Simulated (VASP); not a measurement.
A run of VASP 6.6.1 is set up as follows.

Contents of POSCAR:

```
C
1.0
    2.5532592808      0.0000000000      0.0000000000
   -1.2766296404      2.1678307839      0.0000000000
    0.0000000000      0.0000000000      4.1688692751
C
4
Direct
    0.3331848458      0.6663696915      0.0001955540
    0.6668151542      0.3336303085      0.5001955540
    0.3331848458      0.6663696915      0.3748044460
    0.6668151542      0.3336303085      0.8748044460
```

The input INCAR.step1:

```
SYSTEM = C
PREC = Accurate
ENCUT = 520
ISMEAR = 0
SIGMA = 0.01
LREAL = .False.
LASPH = .True.
NELM = 60
NBANDS = 16
GGA = PE
ALGO = Normal
EDIFF = 1E-4
LWAVE = .True.
LCHARG = .False.
```

Contents of INCAR.step2:

```
SYSTEM = C
PREC = Accurate
ENCUT = 520
EDIFF = 1E-7
ISMEAR = 0
SIGMA = 0.01
LREAL = .False.
LASPH = .True.
NELM = 60
ALGO = Normal
ISIF = 2
LWAVE = .False.
LCHARG = .True.
METAGGA = R2SCAN
LMIXTAU = .True.
LELF = .True.
LVHAR = .True.
NBANDS = 16
ISTART = 1
```

Contents of KPOINTS:

```
regular mesh
0
Gamma
  12 12 6
  0 0 0
```

Potentials or basis: VASP PAW PBE potentials, release 64 (C).

Launch:

```bash
$ cat potpaw_PBE.64/C/POTCAR > POTCAR
$ cp INCAR.step1 INCAR
$ mpirun -np 1 vasp_std > vasp.out
$ cp INCAR.step2 INCAR
$ mpirun -np 1 vasp_std > vasp.out
```

(1) What does it give for the pressure?

(2) What does it give for the largest force?

(3) What does it give for the band gap on the k mesh?

Results:

(1) -7.4 GPa.

(2) 0.007 eV/Å.

(3) 3.58 eV (least direct gap 4.83 eV).

Caveat: the cell differs from its parent crystal (uniaxial x strain +2.0%); the cell stands under tension; the PAW data sets were made with another functional, which shifts forces and pressure a little.
